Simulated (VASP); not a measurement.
Write the native input for VASP 6.6.1 that does the following.

- Task: single point
- Functional: PBE
- Potentials or basis: VASP PAW PBE potentials, release 64 (K_sv)
- Cutoff: 520 eV
- k mesh: 5 × 5 × 1
- Occupations: gaussian, width 0.1 eV
- Spin: no spin polarisation
- Dipole correction: yes
- Further INCAR settings: ALGO = Normal; EDIFF = 1e-07; NBANDS = 30

The structure of K lies in POSCAR:

```
K
1.0
    5.2360000000      0.0000000000      0.0000000000
    0.0000000000      5.2360000000      0.0000000000
    0.0000000000      0.0000000000     30.4719998917
K
5
Direct
    0.5000000000      0.5000000000      0.3281701246
    0.0000000000      0.0000000000      0.4140850576
    0.5000000000      0.5000000000      0.5000000000
    0.0000000000      0.0000000000      0.5859149424
    0.5000000000      0.5000000000      0.6718298754
```

These files were run (other wordings do the same):

INCAR

```
ALGO = Normal
DIPOL = 0.5 0.5 0.500
EDIFF = 1E-7
ENCUT = 520
GGA = PE
IDIPOL = 3
ISIF = 2
ISMEAR = 0
LASPH = True
LCHARG = False
LDIPOL = True
LREAL = False
LWAVE = False
NBANDS = 30
NELM = 80
PREC = Accurate
SIGMA = 0.1
```

KPOINTS

```
k-points
0
Gamma
  5 5 1
```

Potentials or basis: VASP PAW PBE potentials, release 64 (K_sv).

Run with:

```console
$ cat potpaw_PBE.64/K_sv/POTCAR > POTCAR
$ mpirun -np 1 vasp_std > vasp.out
```

It gave:

```yaml
Largest_force: 0.025 eV/Å
```

It took 3.6 min on 1 thread of Intel(R) Xeon(R) 6975P-C (Granite Rapids), on a shared host, peak memory 0.74 GiB.
